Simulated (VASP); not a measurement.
# SiN (Fd-3m) in VASP: single point with PBE

Aim: the single point of SiN with PBE.

Program: VASP 6.6.1. These are calculated values, not measurements. Logs are shortened: lines on timing, memory, paths and dates and some standing lists are left out, and cuts for length are marked.

**1. The cell of the first run**

The structure is cubic, space group Fd-3m (No. 227). Conventional cell: a = 5.523 Å, b = 5.523 Å, c = 5.523 Å, α = 90.00°, β = 90.00°, γ = 90.00°. Within 3.2 Å of Si (site symmetry -43m) lie 4 Si at 2.39 Å and 10 N at 2.39 to 2.76 Å. Within 3.2 Å of N (site symmetry -43m) lie 10 Si at 2.39 to 2.76 Å and 4 N at 2.39 Å.

**2. Single point, PBE**

INCAR reads:

```
  PREC = Accurate
  ENCUT = 600
  EDIFF = 1E-6
  ISMEAR = 0
  SIGMA = 0.2
  LREAL = False
  LASPH = True
  NELM = 120
  ALGO = Normal
  ISIF = 2
  LWAVE = False
  LCHARG = True
  GGA = PE
  LELF = True
  LVHAR = True
  NBANDS = 17
  GGA_COMPAT = False
```

KPOINTS reads:

```
regular mesh
0
Gamma
  6 6 6
```

POSCAR reads:

```
SiN
1.0
    0.0000000000      2.7613635874      2.7613635874
    2.7613635874      0.0000000000      2.7613635874
    2.7613635874      2.7613635874      0.0000000000
Si N
2 2
Direct
    0.0000000000      0.0000000000      0.0000000000
    0.2500000000      0.2500000000      0.2500000000
    0.5000000000      0.5000000000      0.5000000000
    0.7500000000      0.7500000000      0.7500000000
```

Potentials or basis: VASP PAW PBE potentials, release 64 (Si, N).

On the command line:

```console
cat potpaw_PBE.64/Si/POTCAR potpaw_PBE.64/N/POTCAR > POTCAR
mpirun -np 1 vasp_std > vasp.out
```

OUTCAR:

```text
PREC = Accurate
   ENCUT = 600
   EDIFF = 1E-6
   ISMEAR = 0
   LREAL = False
   LASPH = True
   NELM = 120
   ISIF = 2
   GGA = PE

 ion  position               nearest neighbor table
   1  0.000  0.000  0.000-   4 2.39   4 2.39   4 2.39   2 2.39   4 2.39   2 2.39   2 2.39   2 2.39

   2  0.250  0.250  0.250-   1 2.39   1 2.39   1 2.39   1 2.39   3 2.39   3 2.39   3 2.39   3 2.39

   3  0.500  0.500  0.500-   2 2.39   2 2.39   2 2.39   2 2.39
   4  0.750  0.750  0.750-   1 2.39   1 2.39   1 2.39   1 2.39

  LATTYP: Found a face centered cubic cell.
 ALAT       =     5.5227271748

  Lattice vectors:

 A1 = (   0.0000000000,   2.7613635874,   2.7613635874)
 A2 = (   2.7613635874,   0.0000000000,   2.7613635874)
 A3 = (   2.7613635874,   2.7613635874,   0.0000000000)

Analysis of symmetry for initial positions (statically):
=====================================================================
 Subroutine PRICEL returns:
 Original cell was already a primitive cell.

 Routine SETGRP: Setting up the symmetry group for a
 face centered cubic supercell.

 Subroutine GETGRP returns: Found 48 space group operations
 (whereof 24 operations were pure point group operations)
 out of a pool of 48 trial point group operations.

The static configuration has the point symmetry T_d .
 The point group associated with its full space group is O_h .

Analysis of symmetry for dynamics (positions and initial velocities):
=====================================================================
 Subroutine PRICEL returns:
 Original cell was already a primitive cell.

 Routine SETGRP: Setting up the symmetry group for a
 face centered cubic supercell.

 Subroutine GETGRP returns: Found 48 space group operations
 (whereof 24 operations were pure point group operations)
 out of a pool of 48 trial point group operations.

The dynamic configuration has the point symmetry T_d .
 The point group associated with its full space group is O_h .

 Subroutine INISYM returns: Found 48 space group operations
 (whereof 24 operations are pure point group operations),
 and found     1 'primitive' translations

----------------------------------------------------------------------------------------

                                     Primitive cell

  volume of cell :      42.1115

  direct lattice vectors                    reciprocal lattice vectors
     0.000000000  2.761363587  2.761363587    -0.181069962  0.181069962  0.181069962
     2.761363587  0.000000000  2.761363587     0.181069962 -0.181069962  0.181069962
     2.761363587  2.761363587  0.000000000     0.181069962  0.181069962 -0.181069962

  length of vectors
     3.905157836  3.905157836  3.905157836     0.313622374  0.313622374  0.313622374

  position of ions in fractional coordinates (direct lattice)
     0.000000000  0.000000000  0.000000000
     0.250000000  0.250000000  0.250000000
     0.500000000  0.500000000  0.500000000
     0.750000000  0.750000000  0.750000000

  ion indices of the primitive-cell ions
   primitive index   ion index
                 1           1
                 2           2
                 3           3
                 4           4

----------------------------------------------------------------------------------------

 KPOINTS: regular mesh

Automatic generation of k-mesh.
 Grid dimensions read from file:
 generate k-points for:    6    6    6

 Generating k-lattice:

  Cartesian coordinates                     Fractional coordinates (reciprocal lattice)
    -0.030178327  0.030178327  0.030178327     0.166666667  0.000000000  0.000000000
     0.030178327 -0.030178327  0.030178327     0.000000000  0.166666667  0.000000000
     0.030178327  0.030178327 -0.030178327     0.000000000  0.000000000  0.166666667

  Length of vectors
     0.052270396  0.052270396  0.052270396

  Shift w.r.t. Gamma in fractional coordinates (k-lattice)
     0.000000000  0.000000000  0.000000000

 Subroutine IBZKPT returns following result:
 ===========================================

 Found     16 irreducible k-points:

 Following reciprocal coordinates:
            Coordinates               Weight
  0.000000  0.000000  0.000000      1.000000
  0.166667  0.000000  0.000000      8.000000
  0.333333  0.000000  0.000000      8.000000
  0.500000  0.000000  0.000000      4.000000
  0.166667  0.166667  0.000000      6.000000
  0.333333  0.166667  0.000000     24.000000
[... 8 lines left out ...]
 -0.333333  0.333333  0.166667     24.000000
 -0.333333  0.500000  0.166667     12.000000
   k-points           NKPTS =     16   k-points in BZ     NKDIM =     16   number of bands    NBANDS=     17
   number of dos      NEDOS =    301   number of ions     NIONS =      4
   total plane-waves  NPLWV =  32768
   dimension x,y,z NGX =    32 NGY =   32 NGZ =   32
   dimension x,y,z NGXF=    64 NGYF=   64 NGZF=   64
   ions per type =               2   2
   NGX,Y,Z   is equivalent  to a cutoff of  13.62, 13.62, 13.62 a.u.
   NGXF,Y,Z  is equivalent  to a cutoff of  27.25, 27.25, 27.25 a.u.
 SYSTEM =  unknown system
   PREC   = accura    normal or accurate (medium, high low for compatibility)
   ISTART =      0    job   : 0-new  1-cont  2-samecut
   ICHARG =      2    charge: 1-file 2-atom 10-const
   ISPIN  =      1    spin polarized calculation?
   LNONCOLLINEAR =      F non collinear calculations
   LSORBIT =      F    spin-orbit coupling
   LASPH  =      T    aspherical Exc in radial PAW
   ENCUT  =  600.0 eV  44.10 Ry    6.64 a.u.   7.80  7.80  7.80*2*pi/ulx,y,z
   NELM   =    120;   NELMIN=  2; NELMDL= -5     # of ELM steps
   EDIFF  = 0.1E-05   stopping-criterion for ELM
   LREAL  =      F    real-space projection
   EDIFFG = 0.1E-04   stopping-criterion for IOM
   NSW    =      0    number of steps for IOM
   IBRION =     -1    ionic relax: 0-MD 1-quasi-New 2-CG
   NFREE  =      0    steps in history (QN), initial steepest desc. (CG)
   ISIF   =      2    stress and relaxation
   ISYM   =      2    0-nonsym 1-usesym 2-fastsym
   POTIM  = 0.5000    time-step for ionic-motion
   TEBEG  =    0.0;   TEEND  =   0.0 temperature during run
   PSTRESS=    0.0 pullay stress
   NELECT =      18.0000    total number of electrons
   NUPDOWN=      -1.0000    fix difference up-down
   EMIN   =  10.00;   EMAX   =-10.00  energy-range for DOS
   EFERMI =   0.00;   METHOD = LEGACY
   ISMEAR =     0;   SIGMA  =   0.20  broadening in eV -4-tet -1-fermi 0-gaus
   EFERMI_NEDOS =   21; number of points for ismear=-14 and -15
   IALGO  =     38    algorithm
   IMIX   =      4    mixing-type and parameters
     AMIX     =   0.40;   BMIX     =  1.00
     AMIX_MAG =   1.60;   BMIX_MAG =  1.00
  volume/ion in A,a.u.               =      10.53        71.05
  Fermi-wavevector in a.u.,A,eV,Ry     =   1.233196  2.330402 20.691361  1.520772
  Thomas-Fermi vector in A             =   2.367936
   LORBIT       =      0    0 simple, 1 ext, 2 COOP (PROOUT), +10 PAW based schemes
   GGA     = PE    functional components
   LHFCALC =     F    Hartree Fock is set to
   AEXX    =    0.0000 exact exchange contribution
   IVDW    =     0    specifies the selected vdW correction
   LEPSILON=     F    determine dielectric tensor
   LRPA    =     F    only Hartree local field effects (RPA)
 non-spin polarized calculation
 Gauss-broadening in eV      SIGMA  =   0.20
  energy-cutoff  :      600.00
  volume of cell :       42.11
 maximum number of plane-waves:      1420
   NGX = 15   NGY = 15   NGZ = 15

 number of electron      18.0000002 magnetization

 Free energy of the ion-electron system (eV)
  ---------------------------------------------------
  ext. energy  EPLUGINS =         0.00000000
  ---------------------------------------------------
  free energy    TOTEN  =       -19.65549259 eV

  energy without entropy =      -19.61596057  energy(sigma->0) =      -19.63572658

 E-fermi :   8.5848     XC(G=0): -11.8060

 val. band max:        8.5320510405   @ k =  -0.3333   0.3333   0.1667
 cond. band min:       8.6648428343   @ k =  -0.3333   0.1667   0.0000
 fundamental gap:      0.1327917938
 Fermi energy:         8.5847880529

 k-point     1 :       0.0000    0.0000    0.0000
  band No.  band energies     occupation
      1      -8.7623      2.00000
      2      -2.7165      2.00000
      3       1.5992      2.00000
      4       5.1495      2.00000
      5       5.1495      2.00000
      6       5.1495      2.00000
[... 9 lines left out ...]
     16      16.0175      0.00000
     17      16.0175      0.00000

 k-point     2 :       0.1667    0.0000    0.0000
  band No.  band energies     occupation
      1      -8.4581      2.00000
      2      -3.0571      2.00000
      3       0.7515      2.00000
      4       4.3186      2.00000
      5       4.4622      2.00000
      6       4.4622      2.00000
[... 9 lines left out ...]
     16      15.8489      0.00000
     17      16.0265      0.00000

 k-point     3 :       0.3333    0.0000    0.0000
  band No.  band energies     occupation
      1      -7.6173      2.00000
      2      -4.0504      2.00000
      3      -0.6159      2.00000
      4       4.0454      2.00000
      5       4.0454      2.00000
      6       4.4824      2.00000
[... 9 lines left out ...]
     16      17.6485      0.00000
     17      18.4800      0.00000

 k-point     4 :       0.5000    0.0000    0.0000
  band No.  band energies     occupation
      1      -6.8501      2.00000
      2      -4.9618      2.00000
      3      -1.0894      2.00000
      4       3.9661      2.00000
      5       3.9661      2.00000
      6       4.3799      2.00000
[... 9 lines left out ...]
     16      20.3315      0.00000
     17      20.6620      0.00000
[... 183 lines left out ...]
      1      -6.9158      2.00000
      2      -4.4351      2.00000
      3      -1.0847      2.00000
      4       1.1392      2.00000
      5       3.9543      2.00000
      6       4.0170      2.00000
[... 9 lines left out ...]
     16      16.5545      0.00000
     17      19.1950      0.00000

 k-point    15 :      -0.3333    0.3333    0.1667
  band No.  band energies     occupation
      1      -6.2058      2.00000
      2      -5.0366      2.00000
      3      -1.5220      2.00000
      4       0.4744      2.00000
      5       3.8568      2.00000
      6       4.7009      2.00000
[... 9 lines left out ...]
     16      17.1182      0.00000
     17      19.8164      0.00000

 k-point    16 :      -0.3333    0.5000    0.1667
  band No.  band energies     occupation
      1      -5.5775      2.00000
      2      -5.5775      2.00000
      3      -0.7142      2.00000
      4      -0.7142      2.00000
      5       3.6367      2.00000
      6       3.6367      2.00000
[... 9 lines left out ...]
     16      16.8887      0.00000
     17      20.9844      0.00000

------------------------ aborting loop because EDIFF is reached ----------------------------------------

  FORCE on cell =-STRESS in cart. coord.  units (eV):
  Direction    XX          YY          ZZ          XY          YZ          ZX
  --------------------------------------------------------------------------------------
  -------------------------------------------------------------------------------------
  Total       -0.1553847     -0.1553847     -0.1553847      0.0000000      0.0000000      0.0000000
  in kB       -5.9117764     -5.9117764     -5.9117764      0.0000000      0.0000000      0.0000000
  external PRESSURE =      -5.9117764 kB  Pullay stress =       0.0000000 kB

 VOLUME and BASIS-vectors are now :
 -----------------------------------------------------------------------------
  energy-cutoff  :      600.00
  volume of cell :       42.11
      direct lattice vectors                 reciprocal lattice vectors
     0.000000000  2.761363587  2.761363587    -0.181069962  0.181069962  0.181069962
     2.761363587  0.000000000  2.761363587     0.181069962 -0.181069962  0.181069962
     2.761363587  2.761363587  0.000000000     0.181069962  0.181069962 -0.181069962

 POSITION                                       TOTAL-FORCE (eV/Angst)
 -----------------------------------------------------------------------------------
      0.00000      0.00000      0.00000        -0.000000     -0.000000      0.000000
      1.38068      1.38068      1.38068         0.000000     -0.000000      0.000000
      2.76136      2.76136      2.76136         0.000000      0.000000     -0.000000
      4.14205      4.14205      4.14205        -0.000000      0.000000     -0.000000
 -----------------------------------------------------------------------------------
    total drift:                               -0.000000     -0.000000      0.000000

  FREE ENERGIE OF THE ION-ELECTRON SYSTEM (eV)
  ---------------------------------------------------
  free  energy   TOTEN  =       -19.6554925874 eV

  energy  without entropy=      -19.6159605749  energy(sigma->0) =      -19.63572658
```

Wall time 26 s (1 thread of AMD EPYC 7R13, shared host); peak memory 0.14 GiB.

Results:

| Item | Value |
| --- | --- |
| Free energy | -19.6555 eV |
| Pressure | -0.6 GPa |
| Band gap on the k mesh | zero (band 9 reaches 9.51 eV, above the bottom of band 10 at 6.98 eV) |
